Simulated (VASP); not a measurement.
# SnSe2 (C2/m) in VASP: single point with r2SCAN

Aim: the single point of SnSe2 with r2SCAN.

All numbers are computed with VASP 6.6.1; they aren't measurements. Logs are shortened: lines on timing, memory, paths and dates and some standing lists are left out, and cuts for length are marked.

### 1 The cell of the first run

Symmetry: C2/m, No. 12, monoclinic system. The conventional cell has a = 6.552 Å, b = 4.071 Å, c = 6.427 Å, α = 90.00°, β = 90.00°, γ = 90.00°. Within 3.5 Å of Sn (site symmetry 2/m) lie 6 Se at 2.68 to 2.78 Å. Within 3.5 Å of Se (site symmetry m) lie 3 Sn at 2.68 to 2.78 Å.

### 2 Single point, r2SCAN (uniaxial strain along a: +6.0 %)

File POSCAR:

```
SnSe2
1.0
    4.0709939262      0.0000000000      0.0000000000
   -2.0354969631      3.2761324494      0.0000000000
    0.0000000000      0.0000000000      6.4267623816
Sn Se
1 2
Direct
    0.0000000000      0.0000000000      0.0000000000
    0.6664715766      0.3329369537      0.7588091423
    0.3335284234      0.6670630463      0.2411908577
```

File INCAR.step1:

```
PREC = Accurate ; ENCUT = 520
ISMEAR = 0 ; SIGMA = 0.02
LREAL = F ; LASPH = T
NELM = 100 ; NBANDS = 20
GGA = PE ; ALGO = Normal
EDIFF = 1E-4 ; LWAVE = T
LCHARG = F
```

File INCAR.step2:

```
PREC = Accurate ; ENCUT = 520
EDIFF = 1E-6 ; ISMEAR = 0
SIGMA = 0.02 ; LREAL = F
LASPH = T ; NELM = 100
ALGO = Normal ; ISIF = 2
LWAVE = F ; LCHARG = F
METAGGA = R2SCAN ; LMIXTAU = T
NBANDS = 20 ; ISTART = 1
```

File KPOINTS:

```
regular mesh
0
Gamma
  12 12 4
```

Potentials or basis: VASP PAW PBE potentials, release 64 (Sn_d, Se).

Command:

```sh
$ cat potpaw_PBE.64/Sn_d/POTCAR potpaw_PBE.64/Se/POTCAR > POTCAR
$ cp INCAR.step1 INCAR
$ mpirun -np 1 vasp_std > vasp.out
$ cp INCAR.step2 INCAR
$ mpirun -np 1 vasp_std > vasp.out
```

OUTCAR:

```text
PREC = Accurate
   ENCUT = 520
   EDIFF = 1E-6
   ISMEAR = 0
   LREAL = F
   LASPH = T
   NELM = 100
   ISIF = 2
   METAGGA = R2SCAN
   ISTART = 1

 ion  position               nearest neighbor table
   1  0.000  0.000  0.000-   3 2.68   2 2.68   3 2.78   2 2.78   2 2.78   3 2.78
   2  0.666  0.333  0.759-   1 2.68   1 2.78   1 2.78
   3  0.334  0.667  0.241-   1 2.68   1 2.78   1 2.78

  Warning from LATTYP: Monoclinic adjustment (A1->A3, A2->A1, A3->A2)!
  LATTYP: Found a base centered orthorhombic cell.
 ALAT       =     4.0709939262
 B/A-ratio  =     1.6095000429
 C/A-ratio  =     1.5786715721

  Lattice vectors:

 A1 = (   2.0354969631,  -3.2761324494,   0.0000000000)
 A2 = (   2.0354969631,   3.2761324494,   0.0000000000)
 A3 = (   0.0000000000,   0.0000000000,   6.4267623816)

Analysis of symmetry for initial positions (statically):
=====================================================================
 Subroutine PRICEL returns:
 Original cell was already a primitive cell.

 Routine SETGRP: Setting up the symmetry group for a
 base centered orthorhombic supercell.

 Subroutine GETGRP returns: Found  4 space group operations
 (whereof  4 operations were pure point group operations)
 out of a pool of  8 trial point group operations.

The static configuration has the point symmetry C_2h.

Analysis of symmetry for dynamics (positions and initial velocities):
=====================================================================
 Subroutine PRICEL returns:
 Original cell was already a primitive cell.

 Routine SETGRP: Setting up the symmetry group for a
 base centered orthorhombic supercell.

 Subroutine GETGRP returns: Found  4 space group operations
 (whereof  4 operations were pure point group operations)
 out of a pool of  8 trial point group operations.

The dynamic configuration has the point symmetry C_2h.

 Subroutine INISYM returns: Found  4 space group operations
 (whereof  4 operations are pure point group operations),
 and found     1 'primitive' translations

----------------------------------------------------------------------------------------

                                     Primitive cell

  volume of cell :      85.7145

  direct lattice vectors                    reciprocal lattice vectors
     4.070993926  0.000000000  0.000000000     0.245640258  0.152618982  0.000000000
    -2.035496963  3.276132449  0.000000000     0.000000000  0.305237964  0.000000000
     0.000000000  0.000000000  6.426762382     0.000000000  0.000000000  0.155599342

  length of vectors
     4.070993926  3.856979610  6.426762382     0.289191442  0.305237964  0.155599342

  position of ions in fractional coordinates (direct lattice)
     0.000000000  0.000000000  0.000000000
     0.666471577  0.332936954  0.758809142
     0.333528423  0.667063046  0.241190858

  ion indices of the primitive-cell ions
   primitive index   ion index
                 1           1
                 2           2
                 3           3

----------------------------------------------------------------------------------------

 KPOINTS: regular mesh

Automatic generation of k-mesh.
 Grid dimensions read from file:
 generate k-points for:   12   12    4

 Generating k-lattice:

  Cartesian coordinates                     Fractional coordinates (reciprocal lattice)
     0.020470022  0.012718249  0.000000000     0.083333333  0.000000000  0.000000000
     0.000000000  0.025436497  0.000000000     0.000000000  0.083333333  0.000000000
     0.000000000  0.000000000  0.038899836     0.000000000  0.000000000  0.250000000

  Length of vectors
     0.024099287  0.025436497  0.038899836

  Shift w.r.t. Gamma in fractional coordinates (k-lattice)
     0.000000000  0.000000000  0.000000000

 Subroutine IBZKPT returns following result:
 ===========================================

 Found    164 irreducible k-points:

 Following reciprocal coordinates:
            Coordinates               Weight
  0.000000  0.000000  0.000000      1.000000
  0.083333  0.000000  0.000000      4.000000
  0.166667 -0.000000  0.000000      4.000000
  0.250000 -0.000000  0.000000      4.000000
  0.333333  0.000000  0.000000      4.000000
  0.416667  0.000000  0.000000      4.000000
[... 16 lines left out ...]
  0.333333  0.166667  0.000000      4.000000
  0.416667  0.166667  0.000000      4.000000
 [... further k-points ...]
   k-points           NKPTS =    164   k-points in BZ     NKDIM =    164   number of bands    NBANDS=     20
   number of dos      NEDOS =    301   number of ions     NIONS =      3
   total plane-waves  NPLWV =  43200
   dimension x,y,z NGX =    30 NGY =   30 NGZ =   48
   dimension x,y,z NGXF=    60 NGYF=   60 NGZF=   96
   ions per type =               1   2
   NGX,Y,Z   is equivalent  to a cutoff of  12.25, 12.93, 12.42 a.u.
   NGXF,Y,Z  is equivalent  to a cutoff of  24.50, 25.86, 24.83 a.u.
 SYSTEM =  unknown system
   PREC   = accura    normal or accurate (medium, high low for compatibility)
   ISTART =      1    job   : 0-new  1-cont  2-samecut
   ICHARG =      0    charge: 1-file 2-atom 10-const
   ISPIN  =      1    spin polarized calculation?
   LNONCOLLINEAR =      F non collinear calculations
   LSORBIT =      F    spin-orbit coupling
   LASPH  =      T    aspherical Exc in radial PAW
   ENCUT  =  520.0 eV  38.22 Ry    6.18 a.u.   7.57  7.17 11.95*2*pi/ulx,y,z
   NELM   =    100;   NELMIN=  2; NELMDL=  0     # of ELM steps
   EDIFF  = 0.1E-05   stopping-criterion for ELM
   LREAL  =      F    real-space projection
   EDIFFG = 0.1E-04   stopping-criterion for IOM
   NSW    =      0    number of steps for IOM
   IBRION =     -1    ionic relax: 0-MD 1-quasi-New 2-CG
   NFREE  =      0    steps in history (QN), initial steepest desc. (CG)
   ISIF   =      2    stress and relaxation
   ISYM   =      2    0-nonsym 1-usesym 2-fastsym
   POTIM  = 0.5000    time-step for ionic-motion
   TEBEG  =    0.0;   TEEND  =   0.0 temperature during run
   PSTRESS=    0.0 pullay stress
   NELECT =      26.0000    total number of electrons
   NUPDOWN=      -1.0000    fix difference up-down
   EMIN   =  10.00;   EMAX   =-10.00  energy-range for DOS
   EFERMI =   0.00;   METHOD = LEGACY
   ISMEAR =     0;   SIGMA  =   0.02  broadening in eV -4-tet -1-fermi 0-gaus
   EFERMI_NEDOS =   21; number of points for ismear=-14 and -15
   IALGO  =     38    algorithm
   IMIX   =      4    mixing-type and parameters
     AMIX     =   0.40;   BMIX     =  1.00
     AMIX_MAG =   1.60;   BMIX_MAG =  1.00
  volume/ion in A,a.u.               =      28.57       192.81
  Fermi-wavevector in a.u.,A,eV,Ry     =   1.099971  2.078644 16.462181  1.209936
  Thomas-Fermi vector in A             =   2.236374
   LORBIT       =      0    0 simple, 1 ext, 2 COOP (PROOUT), +10 PAW based schemes
   METAGGA = R2SCAN    functional components
   LHFCALC =     F    Hartree Fock is set to
   AEXX    =    0.0000 exact exchange contribution
   IVDW    =     0    specifies the selected vdW correction
   LEPSILON=     F    determine dielectric tensor
   LRPA    =     F    only Hartree local field effects (RPA)
 non-spin polarized calculation
 Gauss-broadening in eV      SIGMA  =   0.02
  energy-cutoff  :      520.00
  volume of cell :       85.71
 maximum number of plane-waves:      2334
   NGX = 15   NGY = 15   NGZ = 23

 number of electron      26.0000002 magnetization

 Free energy of the ion-electron system (eV)
  ---------------------------------------------------
  ext. energy  EPLUGINS =         0.00000000
  ---------------------------------------------------
  free energy    TOTEN  =       -54.56622027 eV

  energy without entropy =      -54.56622027  energy(sigma->0) =      -54.56622027

 E-fermi :   3.0035     XC(G=0):  -9.4656

 val. band max:        2.8943220012   @ k =  -0.1667   0.0833   0.0000
 cond. band min:       3.5096723775   @ k =   0.0000   0.5000   0.2500
 fundamental gap:      0.6153503763
 Fermi energy:         3.0034910221

 k-point     1 :       0.0000    0.0000    0.0000
  band No.  band energies     occupation
      1     -19.0556      2.00000
      2     -19.0349      2.00000
      3     -19.0051      2.00000
      4     -18.9961      2.00000
      5     -18.9801      2.00000
      6     -11.1188      2.00000
[... 12 lines left out ...]
     19      11.7259      0.00000
     20      12.5428      0.00000

 k-point     2 :       0.0833    0.0000    0.0000
  band No.  band energies     occupation
      1     -19.0568      2.00000
      2     -19.0353      2.00000
      3     -19.0042      2.00000
      4     -18.9955      2.00000
      5     -18.9803      2.00000
      6     -11.0574      2.00000
[... 12 lines left out ...]
     19      11.6042      0.00000
     20      12.3798      0.00000

 k-point     3 :       0.1667   -0.0000    0.0000
  band No.  band energies     occupation
      1     -19.0622      2.00000
      2     -19.0347      2.00000
      3     -19.0022      2.00000
      4     -18.9937      2.00000
      5     -18.9797      2.00000
      6     -10.8778      2.00000
[... 12 lines left out ...]
     19      11.7183      0.00000
     20      12.3021      0.00000

 k-point     4 :       0.2500   -0.0000    0.0000
  band No.  band energies     occupation
      1     -19.0724      2.00000
      2     -19.0325      2.00000
      3     -19.0010      2.00000
      4     -18.9910      2.00000
      5     -18.9763      2.00000
      6     -10.5958      2.00000
[... 429 lines left out ...]
 k-point    23 :       0.3333    0.1667    0.0000
  band No.  band energies     occupation
      1     -19.0848      2.00000
      2     -19.0390      2.00000
      3     -19.0029      2.00000
      4     -18.9847      2.00000
      5     -18.9629      2.00000
      6      -9.7263      2.00000
[... 12 lines left out ...]
     19      11.2467      0.00000
     20      12.8753      0.00000

 k-point    24 :       0.4167    0.1667    0.0000
  band No.  band energies     occupation
      1     -19.0850      2.00000
      2     -19.0407      2.00000
      3     -18.9999      2.00000
      4     -18.9831      2.00000
      5     -18.9659      2.00000
      6      -9.5771      2.00000
[... 12 lines left out ...]
     19      11.9849      0.00000
     20      12.9745      0.00000

 [... further k-points ...]

------------------------ aborting loop because EDIFF is reached ----------------------------------------

  FORCE on cell =-STRESS in cart. coord.  units (eV):
  Direction    XX          YY          ZZ          XY          YZ          ZX
  --------------------------------------------------------------------------------------
  -------------------------------------------------------------------------------------
  Total       -2.4029312     -0.0375226     -0.1020534      0.0000000     -0.0297496      0.0000000
  in kB      -44.9156585     -0.7013742     -1.9075845      0.0000000     -0.5560813      0.0000000
  external PRESSURE =     -15.8415390 kB  Pullay stress =       0.0000000 kB

 VOLUME and BASIS-vectors are now :
 -----------------------------------------------------------------------------
  energy-cutoff  :      520.00
  volume of cell :       85.71
      direct lattice vectors                 reciprocal lattice vectors
     4.070993926  0.000000000  0.000000000     0.245640258  0.152618982  0.000000000
    -2.035496963  3.276132449  0.000000000     0.000000000  0.305237964  0.000000000
     0.000000000  0.000000000  6.426762382     0.000000000  0.000000000  0.155599342

 POSITION                                       TOTAL-FORCE (eV/Angst)
 -----------------------------------------------------------------------------------
      0.00000      0.00000      0.00000        -0.000000      0.000000      0.000000
      2.03551      1.09075      4.87669        -0.000000      0.005159      0.015178
     -0.00001      2.18539      1.55008         0.000000     -0.005159     -0.015178
 -----------------------------------------------------------------------------------
    total drift:                               -0.000000     -0.000000     -0.000000

  FREE ENERGIE OF THE ION-ELECTRON SYSTEM (eV)
  ---------------------------------------------------
  free  energy   TOTEN  =       -54.5662202654 eV

  energy  without entropy=      -54.5662202654  energy(sigma->0) =      -54.56622027
```

It took 27 min on 1 thread of Intel Xeon 8259CL, shared host; peak memory 0.41 GiB.

What came out:

```yaml
Free_energy: -54.5662 eV
Pressure: -1.6 GPa
Largest_force: 0.016 eV/Å
Band_gap_on_the_k_mesh: 0.62 eV (least direct gap 1.18 eV)
```

Forces in eV/Å, atoms in the order of the input:
```
Sn   0.000  0.000  0.000
Se   0.000  0.005  0.015
Se   0.000 -0.005 -0.015
```

Stress tensor (GPa, compression positive):
```
-4.49  0.00  0.00
 0.00 -0.07 -0.06
 0.00 -0.06 -0.19
```

Levels at points of the mesh, in eV from the valence-band top:
| k point | band 10 | band 11 | band 12 | band 13 | band 14 | band 15 | band 16 | band 17 |
| --- | --- | --- | --- | --- | --- | --- | --- | --- |
| (0.00, 0.00, 0.00) | -0.79 | -0.61 | -0.36 | -0.08 | 1.10 | 3.07 | 4.43 | 5.27 |
| (0.50, 0.00, 0.00) | -2.79 | -2.28 | -1.00 | -0.26 | 1.35 | 4.38 | 5.94 | 6.09 |
| (0.00, 0.50, 0.00) | -2.97 | -2.47 | -0.92 | -0.69 | 0.73 | 3.68 | 5.39 | 5.92 |
| (0.00, 0.00, 0.50) | -0.95 | -0.68 | -0.51 | -0.25 | 2.22 | 3.01 | 4.25 | 5.07 |
| (0.50, 0.00, 0.50) | -2.37 | -1.88 | -0.72 | -0.51 | 1.02 | 4.72 | 5.28 | 6.36 |
| (0.00, 0.50, 0.50) | -2.86 | -1.91 | -0.96 | -0.87 | 0.76 | 4.20 | 5.40 | 6.07 |

Caveat: the cell differs from its parent crystal (uniaxial strain along a: +6.0 %); semilocal functionals underestimate gaps, and a narrow one can read as zero; the PAW data sets were made with another functional, which shifts forces and pressure a little; spin-orbit coupling is left out, which moves the levels of the heavy elements.
